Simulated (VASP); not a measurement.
A run of VASP 6.6.1 is set up as follows.

INCAR

```
  ALGO = Normal
  EDIFF = 1E-6
  ENCUT = 520
  GGA = PE
  ISIF = 2
  ISMEAR = -1
  ISPIN = 2
  LASPH = True
  LCHARG = True
  LELF = True
  LMAXMIX = 4
  LORBIT = 11
  LREAL = False
  LVHAR = True
  LWAVE = False
  MAGMOM = 1 1
  NBANDS = 21
  NELM = 150
  PREC = Accurate
  SIGMA = 0.05
```

Contents of KPOINTS:

```
k-points
0
Gamma
  8 9 5
```

Contents of POSCAR:

```
Ni
1.0
   -1.2330828814      1.2342268941      1.7539003178
    1.2375404771     -1.2363667478      1.7397653255
    2.4644106198      2.4644665941     -0.0016337404
Ni
2
Direct
   -0.0000001334      1.0000000543     -0.0000007441
    0.5000001334      0.4999999457      0.5000007441
```

Potentials or basis: VASP PAW PBE potentials, release 64 (Ni).

Launch:

```console
$ cat potpaw_PBE.64/Ni/POTCAR > POTCAR
$ mpirun -np 1 vasp_std > vasp.out
```

(1) What does it give for the pressure?

(2) Predict the net moment.

Answers

(1) 4.8 GPa.

(2) 1.23 μB per cell.

Caveat: the k points lie up to 0.36 Å⁻¹ apart.
